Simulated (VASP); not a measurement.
Wanted: the native input for a VASP 6.6.1 run.

```
Task                   : single point
Functional             : PBE
Potentials or basis    : VASP PAW PBE potentials, release 64 (Os)
Cutoff                 : 520 eV
k mesh                 : 17 × 17 × 17
Occupations            : fermi-dirac, width 0.1 eV
Spin                   : no spin polarisation
Dipole correction      : no
Further INCAR settings : ALGO = Normal; EDIFF = 1e-06; NBANDS = 10
```

The structure of Os lies in POSCAR:

```
Os
1.0
    0.0000000000      1.9285889350      1.9285889350
    1.9285889350      0.0000000000      1.9285889350
    1.9285889350      1.9285889350      0.0000000000
Os
1
Direct
    0.0000000000      0.0000000000      0.0000000000
```

This isn't the form of Os at room conditions, which is hcp.

One way to write it, as run:

INCAR

```
PREC     = Accurate       # precision mode
ENCUT    = 520            # plane-wave cutoff, eV
EDIFF    = 1E-6           # SCF threshold, eV
ISMEAR   = -1             # smearing method
SIGMA    = 0.1            # smearing width, eV
LREAL    = False          # projectors in reciprocal space
LASPH    = True           # aspherical terms in the spheres
NELM     = 80             # most SCF steps
ALGO     = Normal         # electronic algorithm
ISIF     = 2              # what is computed and relaxed
LWAVE    = False          # write WAVECAR
LCHARG   = False          # write CHGCAR
GGA      = PE             # functional
NBANDS   = 10             # bands
```

KPOINTS

```
regular mesh
0
Gamma
  17 17 17
```

Potentials or basis: VASP PAW PBE potentials, release 64 (Os).

The run is started by

```bash
$ cat potpaw_PBE.64/Os/POTCAR > POTCAR
$ mpirun -np 1 vasp_std > vasp.out
```

It gave:

The pressure is -0.1 GPa and the band gap on the k mesh is zero (bands 4 and 5 overlap by 3.77 eV).

Caveat: spin-orbit coupling is left out, which moves the levels of the heavy elements.

It took 31 s on 1 thread of AMD EPYC 7571, with other jobs on the host, peak memory 0.11 GiB.
